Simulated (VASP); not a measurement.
# Au (Fd-3m) in VASP: further runs

Au is run at these levels: PBEsol; tasks: single point.

All numbers are computed with VASP 6.6.1; they aren't measurements. Logs are shortened: lines on timing, memory, paths and dates and some standing lists are left out, and cuts for length are marked.

**1. The cell of the first run**

The structure is cubic, space group Fd-3m (No. 227). Conventional cell: a = 6.056 Å, b = 6.056 Å, c = 6.056 Å, α = 90.00°, β = 90.00°, γ = 90.00°. Au (site symmetry -43m) has 4 Au at 2.62 Å within 3.5 Å.

**2. Single point, PBEsol**

Input file INCAR:

```
PREC = Accurate
ENCUT = 500
EDIFF = 1E-6
ISMEAR = -1
SIGMA = 0.1
LREAL = F
LASPH = T
NELM = 120
ALGO = Normal
ISIF = 2
LWAVE = F
LCHARG = T
GGA = PS
LELF = T
LVHAR = T
NBANDS = 18
GGA_COMPAT = F
```

Input file KPOINTS:

```
regular mesh
0
Gamma
  6 6 6
```

Input file POSCAR:

```
Au
1.0
    0.0000000000      3.0278688715      3.0278688715
    3.0278688715      0.0000000000      3.0278688715
    3.0278688715      3.0278688715      0.0000000000
Au
2
Direct
    0.0000000000      0.0000000000      0.0000000000
    0.2500000000      0.2500000000      0.2500000000
```

Potentials or basis: VASP PAW PBE potentials, release 64 (Au).

Command:

```bash
cat potpaw_PBE.64/Au/POTCAR > POTCAR
mpirun -np 1 vasp_std > vasp.out
```

OUTCAR:

```text
PREC = Accurate
   ENCUT = 500
   EDIFF = 1E-6
   ISMEAR = -1
   LREAL = F
   LASPH = T
   NELM = 120
   ISIF = 2
   GGA = PS

 ion  position               nearest neighbor table
   1  0.000  0.000  0.000-   2 2.62   2 2.62   2 2.62   2 2.62
   2  0.250  0.250  0.250-   1 2.62   1 2.62   1 2.62   1 2.62

  LATTYP: Found a face centered cubic cell.
 ALAT       =     6.0557377430

  Lattice vectors:

 A1 = (   0.0000000000,   3.0278688715,   3.0278688715)
 A2 = (   3.0278688715,   0.0000000000,   3.0278688715)
 A3 = (   3.0278688715,   3.0278688715,   0.0000000000)

Analysis of symmetry for initial positions (statically):
=====================================================================
 Subroutine PRICEL returns:
 Original cell was already a primitive cell.

 Routine SETGRP: Setting up the symmetry group for a
 face centered cubic supercell.

 Subroutine GETGRP returns: Found 48 space group operations
 (whereof 24 operations were pure point group operations)
 out of a pool of 48 trial point group operations.

The static configuration has the point symmetry T_d .
 The point group associated with its full space group is O_h .

Analysis of symmetry for dynamics (positions and initial velocities):
=====================================================================
 Subroutine PRICEL returns:
 Original cell was already a primitive cell.

 Routine SETGRP: Setting up the symmetry group for a
 face centered cubic supercell.

 Subroutine GETGRP returns: Found 48 space group operations
 (whereof 24 operations were pure point group operations)
 out of a pool of 48 trial point group operations.

The dynamic configuration has the point symmetry T_d .
 The point group associated with its full space group is O_h .

 Subroutine INISYM returns: Found 48 space group operations
 (whereof 24 operations are pure point group operations),
 and found     1 'primitive' translations

----------------------------------------------------------------------------------------

                                     Primitive cell

  volume of cell :      55.5189

  direct lattice vectors                    reciprocal lattice vectors
     0.000000000  3.027868871  3.027868871    -0.165132646  0.165132646  0.165132646
     3.027868871  0.000000000  3.027868871     0.165132646 -0.165132646  0.165132646
     3.027868871  3.027868871  0.000000000     0.165132646  0.165132646 -0.165132646

  length of vectors
     4.282053223  4.282053223  4.282053223     0.286018134  0.286018134  0.286018134

  position of ions in fractional coordinates (direct lattice)
     0.000000000  0.000000000  0.000000000
     0.250000000  0.250000000  0.250000000

  ion indices of the primitive-cell ions
   primitive index   ion index
                 1           1
                 2           2

----------------------------------------------------------------------------------------

 KPOINTS: regular mesh

Automatic generation of k-mesh.
 Grid dimensions read from file:
 generate k-points for:    6    6    6

 Generating k-lattice:

  Cartesian coordinates                     Fractional coordinates (reciprocal lattice)
    -0.027522108  0.027522108  0.027522108     0.166666667  0.000000000  0.000000000
     0.027522108 -0.027522108  0.027522108     0.000000000  0.166666667  0.000000000
     0.027522108  0.027522108 -0.027522108     0.000000000  0.000000000  0.166666667

  Length of vectors
     0.047669689  0.047669689  0.047669689

  Shift w.r.t. Gamma in fractional coordinates (k-lattice)
     0.000000000  0.000000000  0.000000000

 Subroutine IBZKPT returns following result:
 ===========================================

 Found     16 irreducible k-points:

 Following reciprocal coordinates:
            Coordinates               Weight
  0.000000  0.000000  0.000000      1.000000
  0.166667  0.000000  0.000000      8.000000
  0.333333  0.000000  0.000000      8.000000
  0.500000  0.000000  0.000000      4.000000
  0.166667  0.166667  0.000000      6.000000
  0.333333  0.166667  0.000000     24.000000
[... 8 lines left out ...]
 -0.333333  0.333333  0.166667     24.000000
 -0.333333  0.500000  0.166667     12.000000
   k-points           NKPTS =     16   k-points in BZ     NKDIM =     16   number of bands    NBANDS=     18
   number of dos      NEDOS =    301   number of ions     NIONS =      2
   total plane-waves  NPLWV =  32768
   dimension x,y,z NGX =    32 NGY =   32 NGZ =   32
   dimension x,y,z NGXF=    64 NGYF=   64 NGZF=   64
   ions per type =               2
   NGX,Y,Z   is equivalent  to a cutoff of  12.42, 12.42, 12.42 a.u.
   NGXF,Y,Z  is equivalent  to a cutoff of  24.85, 24.85, 24.85 a.u.
 SYSTEM =  unknown system
   PREC   = accura    normal or accurate (medium, high low for compatibility)
   ISTART =      0    job   : 0-new  1-cont  2-samecut
   ICHARG =      2    charge: 1-file 2-atom 10-const
   ISPIN  =      1    spin polarized calculation?
   LNONCOLLINEAR =      F non collinear calculations
   LSORBIT =      F    spin-orbit coupling
   LASPH  =      T    aspherical Exc in radial PAW
   ENCUT  =  500.0 eV  36.75 Ry    6.06 a.u.   7.81  7.81  7.81*2*pi/ulx,y,z
   NELM   =    120;   NELMIN=  2; NELMDL= -5     # of ELM steps
   EDIFF  = 0.1E-05   stopping-criterion for ELM
   LREAL  =      F    real-space projection
   EDIFFG = 0.1E-04   stopping-criterion for IOM
   NSW    =      0    number of steps for IOM
   IBRION =     -1    ionic relax: 0-MD 1-quasi-New 2-CG
   NFREE  =      0    steps in history (QN), initial steepest desc. (CG)
   ISIF   =      2    stress and relaxation
   ISYM   =      2    0-nonsym 1-usesym 2-fastsym
   POTIM  = 0.5000    time-step for ionic-motion
   TEBEG  =    0.0;   TEEND  =   0.0 temperature during run
   PSTRESS=    0.0 pullay stress
   NELECT =      22.0000    total number of electrons
   NUPDOWN=      -1.0000    fix difference up-down
   EMIN   =  10.00;   EMAX   =-10.00  energy-range for DOS
   EFERMI =   0.00;   METHOD = LEGACY
   ISMEAR =    -1;   SIGMA  =   0.10  broadening in eV -4-tet -1-fermi 0-gaus
   EFERMI_NEDOS =   21; number of points for ismear=-14 and -15
   IALGO  =     38    algorithm
   IMIX   =      4    mixing-type and parameters
     AMIX     =   0.40;   BMIX     =  1.00
     AMIX_MAG =   1.60;   BMIX_MAG =  1.00
  volume/ion in A,a.u.               =      27.76       187.33
  Fermi-wavevector in a.u.,A,eV,Ry     =   1.202455  2.272310 19.672622  1.445897
  Thomas-Fermi vector in A             =   2.338235
   LORBIT       =      0    0 simple, 1 ext, 2 COOP (PROOUT), +10 PAW based schemes
   GGA     = PS    functional components
   LHFCALC =     F    Hartree Fock is set to
   AEXX    =    0.0000 exact exchange contribution
   IVDW    =     0    specifies the selected vdW correction
   LEPSILON=     F    determine dielectric tensor
   LRPA    =     F    only Hartree local field effects (RPA)
 non-spin polarized calculation
  energy-cutoff  :      500.00
  volume of cell :       55.52
 maximum number of plane-waves:      1420
   NGX = 15   NGY = 15   NGZ = 15

 number of electron      22.0000004 magnetization

 Free energy of the ion-electron system (eV)
  ---------------------------------------------------
  ext. energy  EPLUGINS =         0.00000000
  ---------------------------------------------------
  free energy    TOTEN  =        -5.97065211 eV

  energy without entropy =       -5.93737171  energy(sigma->0) =       -5.95401191

 E-fermi :   3.1825     XC(G=0):  -9.7850

 val. band max:        2.8029204518   @ k =  -0.3333   0.3333   0.1667
 cond. band min:       3.3350345539   @ k =  -0.3333   0.3333   0.1667
 fundamental gap:      0.5321141021
 Fermi energy:         3.1824639488

 k-point     1 :       0.0000    0.0000    0.0000
  band No.  band energies     occupation
      1      -3.1867      2.00000
      2      -1.1722      2.00000
      3      -1.1722      2.00000
      4      -1.1722      2.00000
      5      -1.1708      2.00000
      6      -1.1708      2.00000
[... 10 lines left out ...]
     17      13.8805      0.00000
     18      13.8805      0.00000

 k-point     2 :       0.1667    0.0000    0.0000
  band No.  band energies     occupation
      1      -2.8611      2.00000
      2      -1.3646      2.00000
      3      -1.3646      2.00000
      4      -1.1962      2.00000
      5      -0.8941      2.00000
      6      -0.8941      2.00000
[... 10 lines left out ...]
     17      14.6791      0.00000
     18      14.9071      0.00000

 k-point     3 :       0.3333    0.0000    0.0000
  band No.  band energies     occupation
      1      -2.1418      2.00000
      2      -1.3639      2.00000
      3      -1.3639      2.00000
      4      -1.2423      2.00000
      5      -0.8137      2.00000
      6      -0.8137      2.00000
[... 10 lines left out ...]
     17      14.8795      0.00000
     18      14.8795      0.00000

 k-point     4 :       0.5000    0.0000    0.0000
  band No.  band energies     occupation
      1      -1.7781      2.00000
      2      -1.2820      2.00000
      3      -1.2820      2.00000
      4      -1.2780      2.00000
      5      -0.9024      2.00000
      6      -0.9024      2.00000
[... 207 lines left out ...]
      4      -1.1725      2.00000
      5      -0.6297      2.00000
      6      -0.2631      2.00000
[... 10 lines left out ...]
     17      14.8051      0.00000
     18      18.1992      0.00000

 k-point    15 :      -0.3333    0.3333    0.1667
  band No.  band energies     occupation
      1      -1.6231      2.00000
      2      -1.5384      2.00000
      3      -1.3284      2.00000
      4      -1.1825      2.00000
      5      -0.4982      2.00000
      6      -0.2922      2.00000
[... 10 lines left out ...]
     17      16.2370      0.00000
     18      16.3539      0.00000

 k-point    16 :      -0.3333    0.5000    0.1667
  band No.  band energies     occupation
      1      -1.6041      2.00000
      2      -1.6041      2.00000
      3      -1.2075      2.00000
      4      -1.2075      2.00000
      5      -0.1673      2.00000
      6      -0.1673      2.00000
[... 10 lines left out ...]
     17      16.9605      0.00000
     18      16.9605      0.00000

------------------------ aborting loop because EDIFF is reached ----------------------------------------

  FORCE on cell =-STRESS in cart. coord.  units (eV):
  Direction    XX          YY          ZZ          XY          YZ          ZX
  --------------------------------------------------------------------------------------
  -------------------------------------------------------------------------------------
  Total       -0.3181453     -0.3181453     -0.3181453      0.0000000      0.0000000     -0.0000000
  in kB       -9.1811054     -9.1811054     -9.1811054      0.0000000      0.0000000     -0.0000000
  external PRESSURE =      -9.1811054 kB  Pullay stress =       0.0000000 kB

 VOLUME and BASIS-vectors are now :
 -----------------------------------------------------------------------------
  energy-cutoff  :      500.00
  volume of cell :       55.52
      direct lattice vectors                 reciprocal lattice vectors
     0.000000000  3.027868871  3.027868871    -0.165132646  0.165132646  0.165132646
     3.027868871  0.000000000  3.027868871     0.165132646 -0.165132646  0.165132646
     3.027868871  3.027868871  0.000000000     0.165132646  0.165132646 -0.165132646

 POSITION                                       TOTAL-FORCE (eV/Angst)
 -----------------------------------------------------------------------------------
      0.00000      0.00000      0.00000         0.000000      0.000000      0.000000
      1.51393      1.51393      1.51393        -0.000000     -0.000000     -0.000000
 -----------------------------------------------------------------------------------
    total drift:                               -0.000000      0.000000      0.000000

  FREE ENERGIE OF THE ION-ELECTRON SYSTEM (eV)
  ---------------------------------------------------
  free  energy   TOTEN  =        -5.9706521085 eV

  energy  without entropy=       -5.9373717145  energy(sigma->0) =       -5.95401191
```

It took 8.5 s on 1 thread of Intel Xeon 6975P-C (Granite Rapids), shared host; peak memory 0.17 GiB.

Results:

```yaml
Free_energy: -5.9707 eV
Pressure: -0.9 GPa
Band_gap_on_the_k_mesh: zero (band 11 reaches 3.35 eV, above the bottom of band 12 at 2.73 eV)
```

Caveat: the PAW data sets were made with another functional, which shifts forces and pressure a little; spin-orbit coupling is left out, which moves the levels of the heavy elements.

**3. Single point, PBEsol**

This run uses another cell than the first one, of 27.35 Å³/atom, 0.985 times its volume.

INCAR: that of step 2 with these lines changed.

```diff
@@ -11,6 +11,4 @@
 LWAVE = F
-LCHARG = T
+LCHARG = F
 GGA = PS
-LELF = T
-LVHAR = T
 NBANDS = 18
```

Input file KPOINTS:

```
Automatic mesh
0
Gamma
  7 7 7
```

Input file POSCAR:

```
Au
1.0
    0.0000000000      3.0128791761      3.0128791761
    3.0128791761      0.0000000000      3.0128791761
    3.0128791761      3.0128791761      0.0000000000
Au
2
Direct
    0.0000000000      0.0000000000      0.0000000000
    0.2500000000      0.2500000000      0.2500000000
```

Potentials or basis: VASP PAW PBE potentials, release 64 (Au).

Command:

```bash
cat potpaw_PBE.64/Au/POTCAR > POTCAR
mpirun -np 1 vasp_std > vasp.out
```

OUTCAR:

```text
PREC = Accurate
   ENCUT = 500
   EDIFF = 1E-6
   ISMEAR = -1
   LREAL = F
   LASPH = T
   NELM = 120
   ISIF = 2
   GGA = PS

 ion  position               nearest neighbor table
   1  0.000  0.000  0.000-   2 2.61   2 2.61   2 2.61   2 2.61
   2  0.250  0.250  0.250-   1 2.61   1 2.61   1 2.61   1 2.61

  LATTYP: Found a face centered cubic cell.
 ALAT       =     6.0257583522

  Lattice vectors:

[... 598 lines left out ...]
     17      16.0212      0.00000
     18      16.0878      0.00000

------------------------ aborting loop because EDIFF is reached ----------------------------------------

  FORCE on cell =-STRESS in cart. coord.  units (eV):
  Direction    XX          YY          ZZ          XY          YZ          ZX
  --------------------------------------------------------------------------------------
  -------------------------------------------------------------------------------------
  Total       -0.0332137     -0.0332137     -0.0332137      0.0000000      0.0000000      0.0000000
  in kB       -0.9728657     -0.9728657     -0.9728657      0.0000000      0.0000000      0.0000000
  external PRESSURE =      -0.9728657 kB  Pullay stress =       0.0000000 kB

 VOLUME and BASIS-vectors are now :
 -----------------------------------------------------------------------------
  energy-cutoff  :      500.00
  volume of cell :       54.70
      direct lattice vectors                 reciprocal lattice vectors
     0.000000000  3.012879176  3.012879176    -0.165954215  0.165954215  0.165954215
     3.012879176  0.000000000  3.012879176     0.165954215 -0.165954215  0.165954215
     3.012879176  3.012879176  0.000000000     0.165954215  0.165954215 -0.165954215

 POSITION                                       TOTAL-FORCE (eV/Angst)
 -----------------------------------------------------------------------------------
      0.00000      0.00000      0.00000        -0.000000     -0.000000     -0.000000
      1.50644      1.50644      1.50644         0.000000      0.000000      0.000000
 -----------------------------------------------------------------------------------
    total drift:                               -0.000000      0.000000      0.000000

  FREE ENERGIE OF THE ION-ELECTRON SYSTEM (eV)
  ---------------------------------------------------
  free  energy   TOTEN  =        -5.9844164423 eV

  energy  without entropy=       -5.9562782955  energy(sigma->0) =       -5.97034737
```

OSZICAR:

```text
N       E                     dE             d eps       ncg     rms          rms(c)
DAV:   1     0.112491661383E+03    0.11249E+03   -0.10445E+04   744   0.106E+03
DAV:   2    -0.421927412153E+01   -0.11671E+03   -0.11035E+03   770   0.230E+02
DAV:   3    -0.651380355436E+01   -0.22945E+01   -0.22780E+01   870   0.322E+01
DAV:   4    -0.652807687554E+01   -0.14273E-01   -0.14271E-01   802   0.266E+00
DAV:   5    -0.652830058822E+01   -0.22371E-03   -0.22371E-03   830   0.351E-01    0.986E+00
DAV:   6    -0.600688100599E+01    0.52142E+00   -0.16581E+00   790   0.962E+00    0.700E+00
DAV:   7    -0.599021056572E+01    0.16670E-01   -0.24881E-02   792   0.111E+00    0.376E+00
DAV:   8    -0.598437934120E+01    0.58312E-02   -0.18983E-03   782   0.293E-01    0.509E-02
DAV:   9    -0.598440522073E+01   -0.25880E-04   -0.46099E-05   850   0.461E-02    0.240E-02
DAV:  10    -0.598441645261E+01   -0.11232E-04   -0.10318E-05   790   0.235E-02    0.413E-03
DAV:  11    -0.598441644230E+01    0.10308E-07   -0.29239E-07   530   0.406E-03
   1 F= -.59844164E+01 E0= -.59703474E+01  d E =-.281381E-01
```

stdout:

```text
POSCAR found type information on POSCAR Au
 POSCAR found :  1 types and       2 ions
 scaLAPACK will be used
 -----------------------------------------------------------------------------
|                                                                             |
|                                                                             |
|     You enforced a specific xc type in the INCAR file but a different       |
|     I HOPE YOU KNOW WHAT YOU ARE DOING!                                     |
|                                                                             |
 -----------------------------------------------------------------------------

 LDA part: xc-table for (Slater+PW92), standard interpolation
 POSCAR, INCAR and KPOINTS ok, starting setup
 FFT: planning ... GRIDC
 FFT: planning ... GRID_SOFT
 FFT: planning ... GRID
 WAVECAR not read
 entering main loop
```

Wall time 7.7 s (1 thread of Intel Xeon 6975P-C (Granite Rapids), shared host); peak memory 0.17 GiB.

What came out:

- Free energy: -5.9844 eV
- Pressure: -0.1 GPa
- Band gap on the k mesh: zero (band 11 reaches 3.49 eV, above the bottom of band 12 at 3.10 eV)

Levels at points of the mesh, in eV from the Fermi level:
```csv
k point,band 7,band 8,band 9,band 10,band 11,band 12,band 13,band 14,band 15,band 16
"(0.00, 0.00, 0.00)",-2.35,-2.35,-2.35,-1.23,-1.23,8.96,9.88,9.89,9.89,9.89
```

Caveat: the PAW data sets were made with another functional, which shifts forces and pressure a little; spin-orbit coupling is left out, which moves the levels of the heavy elements.
